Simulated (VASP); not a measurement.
# Ti16S in VASP: single point with PBE

Aim: the single point of Ti16S with PBE.

Everything below comes from runs of VASP 6.6.1. Logs are shortened: lines on timing, memory, paths and dates and some standing lists are left out, and cuts for length are marked.

## (1) The cell of the first run

The cell holds a slab with vacuum, 17 atoms: a = 5.876 Å, b = 5.876 Å, c = 22.404 Å, α = 90.00°, β = 90.00°, γ = 120.00°.

## (2) Single point, PBE

The input, INCAR:

```
PREC = Accurate ; ENCUT = 520
EDIFF = 1E-6 ; ISMEAR = 0
SIGMA = 0.1 ; LREAL = Auto
LASPH = True ; NELM = 100
ALGO = Normal ; ISIF = 2
LWAVE = False ; LCHARG = False
LDIPOL = True ; IDIPOL = 3
DIPOL = 0.5 0.5 0.348 ; GGA = PE
NBANDS = 113
```

The input, KPOINTS:

```
regular mesh
0
Gamma
  6 6 1
```

The input, POSCAR:

```
Ti16S
1.0
    5.8763264169      0.0000000000      0.0000000000
   -2.9381632085      5.0890479580      0.0000000000
    0.0000000000      0.0000000000     22.4042080656
Ti S
16 1
Direct
    0.3333333333      0.1666666667      0.1785378884
    0.3333333333      0.6666666667      0.1785378884
    0.8333333333      0.1666666667      0.1785378884
    0.8333333333      0.6666666667      0.1785378884
    0.1666666667      0.3333333333      0.2823234229
    0.1666666667      0.8333333333      0.2823234229
    0.6666666667      0.3333333333      0.2823234229
    0.6666666667      0.8333333333      0.2823234229
    0.3333333333      0.1666666667      0.3901740009
    0.3333333333      0.6666666667      0.3901740009
    0.8333333333      0.1666666667      0.3901740009
    0.8333333333      0.6666666667      0.3901740009
    0.1666666667      0.3333333333      0.4867035708
    0.1666666667      0.8333333333      0.4867035708
    0.6666666667      0.3333333333      0.4867035708
    0.6666666667      0.8333333333      0.4867035708
    0.5000000000      0.5000000000      0.5627003699
```

Potentials or basis: VASP PAW PBE potentials, release 64 (Ti_sv, S).

Launch:

```console
$ cat potpaw_PBE.64/Ti_sv/POTCAR potpaw_PBE.64/S/POTCAR > POTCAR
$ mpirun -np 1 vasp_std > vasp.out
```

OUTCAR:

```text
PREC = Accurate
   ENCUT = 520
   EDIFF = 1E-6
   ISMEAR = 0
   LREAL = Auto
   LASPH = True
   NELM = 100
   ISIF = 2
   GGA = PE

 ion  position               nearest neighbor table
   1  0.333  0.167  0.179-   5 2.88   7 2.88   6 2.88
   2  0.333  0.667  0.179-   6 2.88   8 2.88   5 2.88
   3  0.833  0.167  0.179-   7 2.88   5 2.88   8 2.88
   4  0.833  0.667  0.179-   8 2.88   6 2.88   7 2.88
   5  0.167  0.333  0.282-   1 2.88   3 2.88   2 2.88
   6  0.167  0.833  0.282-   2 2.88   4 2.88   1 2.88
   7  0.667  0.333  0.282-   3 2.88   1 2.88   4 2.88
   8  0.667  0.833  0.282-   4 2.88   2 2.88   3 2.88
   9  0.333  0.167  0.390-  13 2.75  15 2.75  14 2.75
  10  0.333  0.667  0.390-  14 2.75  16 2.75  13 2.75
  11  0.833  0.167  0.390-  15 2.75  13 2.75  16 2.75
  12  0.833  0.667  0.390-  16 2.75  14 2.75  15 2.75
  13  0.167  0.333  0.487-  17 2.40   9 2.75  11 2.75  10 2.75
  14  0.167  0.833  0.487-  10 2.75  12 2.75   9 2.75
  15  0.667  0.333  0.487-  17 2.40  11 2.75   9 2.75  12 2.75
  16  0.667  0.833  0.487-  17 2.40  12 2.75  10 2.75  11 2.75
  17  0.500  0.500  0.563-  13 2.40  16 2.40  15 2.40

  LATTYP: Found a hexagonal cell.
 ALAT       =     5.8763264169
 C/A-ratio  =     3.8126214366

  Lattice vectors:

 A1 = (   5.8763264169,   0.0000000000,   0.0000000000)
 A2 = (  -2.9381632085,   5.0890479580,   0.0000000000)
 A3 = (   0.0000000000,   0.0000000000,  22.4042080656)

Analysis of symmetry for initial positions (statically):
=====================================================================
 Subroutine PRICEL returns:
 Original cell was already a primitive cell.

 Routine SETGRP: Setting up the symmetry group for a
 hexagonal supercell.

 Subroutine GETGRP returns: Found  6 space group operations
 (whereof  2 operations were pure point group operations)
 out of a pool of 24 trial point group operations.

The static configuration has the point symmetry C_1h.
 The point group associated with its full space group is C_3v.

Analysis of symmetry for dynamics (positions and initial velocities):
=====================================================================
 Subroutine PRICEL returns:
 Original cell was already a primitive cell.

 Routine SETGRP: Setting up the symmetry group for a
 hexagonal supercell.

 Subroutine GETGRP returns: Found  6 space group operations
 (whereof  2 operations were pure point group operations)
 out of a pool of 24 trial point group operations.

The dynamic configuration has the point symmetry C_1h.
 The point group associated with its full space group is C_3v.

 Subroutine INISYM returns: Found  6 space group operations
 (whereof  2 operations are pure point group operations),
 and found     1 'primitive' translations

----------------------------------------------------------------------------------------

                                     Primitive cell

  volume of cell :     669.9958

  direct lattice vectors                    reciprocal lattice vectors
     5.876326417  0.000000000  0.000000000     0.170174345  0.098250204  0.000000000
    -2.938163208  5.089047958  0.000000000     0.000000000  0.196500408  0.000000000
     0.000000000  0.000000000 22.404208066     0.000000000  0.000000000  0.044634472

  length of vectors
     5.876326417  5.876326417 22.404208066     0.196500408  0.196500408  0.044634472

  position of ions in fractional coordinates (direct lattice)
     0.333333333  0.166666667  0.178537888
     0.333333333  0.666666667  0.178537888
     0.833333333  0.166666667  0.178537888
     0.833333333  0.666666667  0.178537888
     0.166666667  0.333333333  0.282323423
     0.166666667  0.833333333  0.282323423
[... 9 lines left out ...]
     0.666666667  0.833333333  0.486703571
     0.500000000  0.500000000  0.562700370

  ion indices of the primitive-cell ions
   primitive index   ion index
                 1           1
                 2           2
                 3           3
                 4           4
                 5           5
                 6           6
[... 9 lines left out ...]
                16          16
                17          17

----------------------------------------------------------------------------------------

 KPOINTS: regular mesh

Automatic generation of k-mesh.
 Grid dimensions read from file:
 generate k-points for:    6    6    1

 Generating k-lattice:

  Cartesian coordinates                     Fractional coordinates (reciprocal lattice)
     0.028362391  0.016375034  0.000000000     0.166666667 -0.000000000  0.000000000
     0.000000000  0.032750068  0.000000000     0.000000000  0.166666667  0.000000000
     0.000000000  0.000000000  0.044634472     0.000000000  0.000000000  1.000000000

  Length of vectors
     0.032750068  0.032750068  0.044634472

  Shift w.r.t. Gamma in fractional coordinates (k-lattice)
     0.000000000  0.000000000  0.000000000

 Subroutine IBZKPT returns following result:
 ===========================================

 Found      7 irreducible k-points:

 Following reciprocal coordinates:
            Coordinates               Weight
  0.000000  0.000000  0.000000      1.000000
  0.166667  0.000000  0.000000      6.000000
  0.333333  0.000000  0.000000      6.000000
  0.500000  0.000000  0.000000      3.000000
  0.166667  0.166667  0.000000      6.000000
  0.333333  0.166667  0.000000     12.000000
  0.333333  0.333333  0.000000      2.000000
   k-points           NKPTS =      7   k-points in BZ     NKDIM =      7   number of bands    NBANDS=    113
   number of dos      NEDOS =    301   number of ions     NIONS =     17
   total plane-waves  NPLWV = 387072
   dimension x,y,z NGX =    48 NGY =   48 NGZ =  168
   dimension x,y,z NGXF=    96 NGYF=   96 NGZF=  336
   ions per type =              16   1
   NGX,Y,Z   is equivalent  to a cutoff of  13.58, 13.58, 12.47 a.u.
   NGXF,Y,Z  is equivalent  to a cutoff of  27.16, 27.16, 24.93 a.u.
 SYSTEM =  unknown system
   PREC   = accura    normal or accurate (medium, high low for compatibility)
   ISTART =      0    job   : 0-new  1-cont  2-samecut
   ICHARG =      2    charge: 1-file 2-atom 10-const
   ISPIN  =      1    spin polarized calculation?
   LNONCOLLINEAR =      F non collinear calculations
   LSORBIT =      F    spin-orbit coupling
   LASPH  =      T    aspherical Exc in radial PAW
   ENCUT  =  520.0 eV  38.22 Ry    6.18 a.u.  10.93 10.93 41.66*2*pi/ulx,y,z
   NELM   =    100;   NELMIN=  2; NELMDL= -5     # of ELM steps
   EDIFF  = 0.1E-05   stopping-criterion for ELM
   LREAL  =      T    real-space projection
   EDIFFG = 0.1E-04   stopping-criterion for IOM
   NSW    =      0    number of steps for IOM
   IBRION =     -1    ionic relax: 0-MD 1-quasi-New 2-CG
   NFREE  =      0    steps in history (QN), initial steepest desc. (CG)
   ISIF   =      2    stress and relaxation
   ISYM   =      2    0-nonsym 1-usesym 2-fastsym
   POTIM  = 0.5000    time-step for ionic-motion
   TEBEG  =    0.0;   TEEND  =   0.0 temperature during run
   PSTRESS=    0.0 pullay stress
   NELECT =     198.0000    total number of electrons
   NUPDOWN=      -1.0000    fix difference up-down
   EMIN   =  10.00;   EMAX   =-10.00  energy-range for DOS
   EFERMI =   0.00;   METHOD = LEGACY
   ISMEAR =     0;   SIGMA  =   0.10  broadening in eV -4-tet -1-fermi 0-gaus
   EFERMI_NEDOS =   21; number of points for ismear=-14 and -15
   IALGO  =     38    algorithm
   IMIX   =      4    mixing-type and parameters
     AMIX     =   0.40;   BMIX     =  1.00
     AMIX_MAG =   1.60;   BMIX_MAG =  1.00
  volume/ion in A,a.u.               =      39.41       265.96
  Fermi-wavevector in a.u.,A,eV,Ry     =   1.090450  2.060652 16.178441  1.189082
  Thomas-Fermi vector in A             =   2.226675
   LORBIT       =      0    0 simple, 1 ext, 2 COOP (PROOUT), +10 PAW based schemes
   GGA     = PE    functional components
   LHFCALC =     F    Hartree Fock is set to
   AEXX    =    0.0000 exact exchange contribution
   IVDW    =     0    specifies the selected vdW correction
   LEPSILON=     F    determine dielectric tensor
   LRPA    =     F    only Hartree local field effects (RPA)
 non-spin polarized calculation
 Gauss-broadening in eV      SIGMA  =   0.10
  energy-cutoff  :      520.00
  volume of cell :      670.00
 maximum number of plane-waves:     18070
 NGX is ok and might be reduce to    48
   NGX = 21   NGY = 21   NGZ = 83

 dipolmoment           0.000000      0.000000     -1.460932 electrons x Angstroem

 number of electron     197.9999965 magnetization

 dipolmoment           0.000000      0.000000      0.036855 electrons x Angstroem

 Free energy of the ion-electron system (eV)
  ---------------------------------------------------
  ext. energy  EPLUGINS =         0.00000000
  ---------------------------------------------------
  free energy    TOTEN  =      -125.42189061 eV

  energy without entropy =     -125.24720833  energy(sigma->0) =     -125.33454947

 E-fermi :   1.2118     XC(G=0):  -5.8812

 val. band max:        1.1995619473   @ k =   0.1667   0.1667   0.0000
 cond. band min:       1.2132098175   @ k =   0.5000   0.0000   0.0000
 fundamental gap:      0.0136478702
 Fermi energy:         1.2118416614

 k-point     1 :       0.0000    0.0000    0.0000
  band No.  band energies     occupation
      1     -55.7761      2.00000
      2     -55.7247      2.00000
      3     -55.7013      2.00000
      4     -55.7013      2.00000
      5     -55.6994      2.00000
      6     -55.6045      2.00000
[... 103 lines left out ...]
    110       2.0293      0.00000
    111       2.0293      0.00000

 k-point     2 :       0.1667    0.0000    0.0000
  band No.  band energies     occupation
      1     -55.7711      2.00000
      2     -55.7226      2.00000
      3     -55.7059      2.00000
      4     -55.7014      2.00000
      5     -55.6999      2.00000
      6     -55.6026      2.00000
[... 562 lines left out ...]
 k-point     7 :       0.3333    0.3333    0.0000
  band No.  band energies     occupation
      1     -55.7298      2.00000
      2     -55.7297      2.00000
      3     -55.7279      2.00000
      4     -55.7149      2.00000
      5     -55.6912      2.00000
      6     -55.5839      2.00000
[... 103 lines left out ...]
    110       1.6422      0.00000
    111       1.6655      0.00000
 [bands above 111 left out]

------------------------ aborting loop because EDIFF is reached ----------------------------------------

 vacuum level on the upper side and lower side of the slab       (xc-potential included)        -0.069        -0.282

  FORCE on cell =-STRESS in cart. coord.  units (eV):
  Direction    XX          YY          ZZ          XY          YZ          ZX
  --------------------------------------------------------------------------------------
  -------------------------------------------------------------------------------------
  Total       -2.1769445     -2.1769445     -4.4886809      0.0000000      0.0000000     -0.0000000
  in kB       -5.2057809     -5.2057809    -10.7338931      0.0000000      0.0000000     -0.0000000
  external PRESSURE =      -7.0484850 kB  Pullay stress =       0.0000000 kB

 VOLUME and BASIS-vectors are now :
 -----------------------------------------------------------------------------
  energy-cutoff  :      520.00
  volume of cell :      670.00
      direct lattice vectors                 reciprocal lattice vectors
     5.876326417  0.000000000  0.000000000     0.170174345  0.098250204  0.000000000
    -2.938163208  5.089047958  0.000000000     0.000000000  0.196500408  0.000000000
     0.000000000  0.000000000 22.404208066     0.000000000  0.000000000  0.044634472

 POSITION                                       TOTAL-FORCE (eV/Angst)
 -----------------------------------------------------------------------------------
      1.46908      0.84817      4.00000         0.000000     -0.004335      0.615454
     -0.00000      3.39270      4.00000        -0.003754      0.002168      0.615454
      4.40724      0.84817      4.00000        -0.000000     -0.000000      0.642572
      2.93816      3.39270      4.00000         0.003754      0.002168      0.615454
      0.00000      1.69635      6.32523         0.024927      0.014392     -0.596276
     -1.46908      4.24087      6.32523        -0.000000     -0.000000     -0.590899
[... 9 lines left out ...]
      1.46908      4.24087     10.90421        -0.000000      0.561853      0.216420
      1.46908      2.54452     12.60686        -0.000000     -0.000000      0.014211
 -----------------------------------------------------------------------------------
    total drift:                                0.000000      0.000000     -0.125894

  FREE ENERGIE OF THE ION-ELECTRON SYSTEM (eV)
  ---------------------------------------------------
  free  energy   TOTEN  =      -125.4218906132 eV

  energy  without entropy=     -125.2472083258  energy(sigma->0) =     -125.33454947

 vacuum level on the upper side and lower side of the slab         5.730         5.506
```

Wall time 83 min (1 thread of Intel Xeon 8259CL, shared host); peak memory 0.94 GiB.

Results:

* Free energy: -125.4219 eV
* Largest force: 0.643 eV/Å
* Band gap on the k mesh: zero (bands 99 and 100 overlap by 0.76 eV)

Forces on the atoms (eV/Å):
```
Ti   0.000 -0.004  0.615
Ti  -0.004  0.002  0.615
Ti   0.000  0.000  0.643
Ti   0.004  0.002  0.615
Ti   0.025  0.014 -0.596
Ti   0.000  0.000 -0.591
Ti  -0.025  0.014 -0.596
Ti   0.000 -0.029 -0.596
Ti   0.000 -0.082 -0.089
Ti  -0.071  0.041 -0.089
Ti   0.000  0.000 -0.405
Ti   0.071  0.041 -0.089
Ti  -0.487 -0.281  0.216
Ti   0.000  0.000 -0.100
Ti   0.487 -0.281  0.216
Ti   0.000  0.562  0.216
S    0.000  0.000  0.014
```
